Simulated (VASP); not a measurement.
Input of a VASP 6.6.1 run:

The input INCAR:

```
  PREC = Accurate
  ENCUT = 520
  EDIFF = 1E-6
  ISMEAR = 0
  SIGMA = 0.05
  LREAL = F
  LASPH = T
  NELM = 80
  ALGO = Normal
  ISIF = 2
  LWAVE = F
  LCHARG = F
  GGA = PE
  NBANDS = 16
```

Contents of KPOINTS:

```
Automatic mesh
0
Gamma
  10 10 10
```

The input POSCAR:

```
CdSe
1.0
    0.0000000000      2.9762287918      2.9762287918
    2.9762287918      0.0000000000      2.9762287918
    2.9762287918      2.9762287918      0.0000000000
Cd Se
1 1
Direct
    0.0000000000      0.0000000000      0.0000000000
    0.7500000000      0.7500000000      0.7500000000
```

Potentials or basis: VASP PAW PBE potentials, release 64 (Cd, Se).

The run is started by

```sh
$ cat potpaw_PBE.64/Cd/POTCAR potpaw_PBE.64/Se/POTCAR > POTCAR
$ mpirun -np 1 vasp_std > vasp.out
```

Problem. What does it give for the band gap on the k mesh?

Solution. 0.74 eV.

Problem. What does it give for the pressure?

Solution. 7.6 GPa.

Caveat: the cell differs from its parent crystal (strained); the cell stands under pressure; semilocal functionals underestimate gaps, and a narrow one can read as zero.
